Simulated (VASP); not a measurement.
Set up this calculation in VASP 6.6.1, as the native input.

| Quantity | Value |
| --- | --- |
| Task | single point |
| Functional | PBE |
| Potentials or basis | VASP PAW PBE potentials, release 64 (Ta_pv, N) |
| Cutoff | 520 eV |
| k mesh | 3 × 3 × 5 |
| Occupations | gaussian, width 0.1 eV |
| Spin | no spin polarisation |
| Dipole correction | no |
| Further INCAR settings | ALGO = Normal; EDIFF = 1e-06; NBANDS = 33 |

The structure of TaN lies in POSCAR:

```
TaN
1.0
    5.2386090400      0.0000006000      0.0000000000
   -2.6193040000      4.5367688000      0.0000000000
    0.0000000000      0.0000000000      2.9348710000
Ta N
3 3
Direct
    0.3310468712      0.6656360362      0.5015494719
    0.6714194542      0.3289648785      0.5059230883
   -0.0025585876      0.0051523458     -0.0070820830
    0.3878297956     -0.0040699082     -0.0045235378
    0.6090769036      0.6100726655     -0.0034747694
    0.0042849084      0.3971848857      0.0029520889
```

These files were run (other wordings do the same):

INCAR

```
PREC = Accurate
ENCUT = 520
EDIFF = 1E-6
ISMEAR = 0
SIGMA = 0.1
LREAL = F
LASPH = T
NELM = 80
ALGO = Normal
ISIF = 2
LWAVE = F
LCHARG = F
GGA = PE
NBANDS = 33
```

KPOINTS

```
Automatic mesh
0
Gamma
  3 3 5
```

Potentials or basis: VASP PAW PBE potentials, release 64 (Ta_pv, N).

Command:

```console
$ cat potpaw_PBE.64/Ta_pv/POTCAR potpaw_PBE.64/N/POTCAR > POTCAR
$ mpirun -np 1 vasp_std > vasp.out
```

Results of the run:

```json
{
  "Pressure": "-1.6 GPa",
  "Largest force": "1.150 eV/Å",
  "Band gap on the k mesh": "zero (band 24 reaches 9.27 eV, above the bottom of band 25 at 7.26 eV)"
}
```

Caveat: the k points lie up to 0.46 Å⁻¹ apart; spin-orbit coupling is left out, which moves the levels of the heavy elements; forces of over 1 eV/Å act on the atoms, so gaps and moduli don't describe the material at rest.

Wall time 25 s on 1 thread of Intel(R) Xeon(R) 6975P-C (Granite Rapids), with other jobs on the host, peak memory 0.2 GiB.
